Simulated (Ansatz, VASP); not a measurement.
**TeW: VASP beside Ansatz**

```xyz
2
Lattice="0.0000 3.0242 3.0242 3.0242 0.0000 3.0242 3.0242 3.0242 0.0000" Properties=species:S:1:pos:R:3 pbc="T T T"
W     0.0000    0.0000    0.0000
Te    1.5121    1.5121    1.5121
```

Alike in both runs: task single point; functional PBEsol; k mesh 12 × 12 × 12; occupations gaussian, width 0.1 eV; collinear spin.

|  | VASP | Ansatz |
| --- | --- | --- |
| version | VASP 6.6.1 | Ansatz 0.2.0 |
| potentials or method | VASP PAW PBE potentials, release 64 (W_sv, Te), cutoff 520 eV | scalar-relativistic, plane waves, PAW |
| valence electrons in the cell | 20 | 30 |

|  | VASP | Ansatz | Ansatz less VASP |
| --- | --- | --- | --- |
| gap on the k mesh at the Fermi level (eV) | none | none | - |
| pressure (GPa) | 0.1 | 0.0 | -0.11 |
| net moment per atom (μB) | 0.68 | 0.68 | 0.000 |
| size of the moment on the site where the two differ most (μB) | 1.06 | 0.90 | -0.163 |

VASP's potentials were made for PBE, not for PBEsol. Site moments also hang on the region over which each program counts them. A gap of «none» marks a metal or a gap that the smearing closes. VASP's potentials hold 20 valence electrons a cell and Ansatz's 30, so a difference there can come from the potentials and not from the codes.

Spin-orbit coupling is off throughout.
